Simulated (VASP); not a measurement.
The system is ZrS2.

```xyz
3
Lattice="3.6914 0.0000 0.0000 -1.8457 3.1968 0.0000 0.0000 0.0000 6.0411" Properties=species:S:1:pos:R:3 pbc="T T T"
Zr    0.0000    0.0000    0.0000
S     1.8457    1.0656    4.6038
S     0.0000    2.1312    1.4372
```

Base run:

```yaml
Program: VASP 6.6.1
Functional: PBEsol
Potentials_or_basis: VASP PAW PBE potentials, release 64 (Zr_sv, S)
Cutoff: 500 eV
k_mesh: 12 × 12 × 4
Occupations: fermi-dirac, width 0.05 eV
Spin: no spin polarisation
```

Its results: band gap on the k mesh 0.97 eV, indirect (least direct gap 1.59 eV); pressure -2.5 GPa; largest force 0.133 eV/Å.

Task: After a change of settings the same cell gave: band gap on the k mesh 1.07 eV, indirect (least direct gap 1.64 eV); pressure 4.2 GPa; largest force 0.291 eV/Å. Which change was it?
A. functional from PBEsol to LDA; potentials or basis from VASP PAW PBE potentials, release 64 (Zr_sv, S) to VASP PAW LDA potentials, release 64 (Zr_sv, S)
B. functional from PBEsol to BLYP
C. functional from PBEsol to revPBE

Result: B.

BLYP binds less tightly than PBEsol, so the same cell stands under more pressure.

Caveats: the PAW data sets were made with another functional, which shifts forces and pressure a little; this functional lacks dispersion, which binds the layers, so the pressure and a relaxed spacing across them are unreliable.
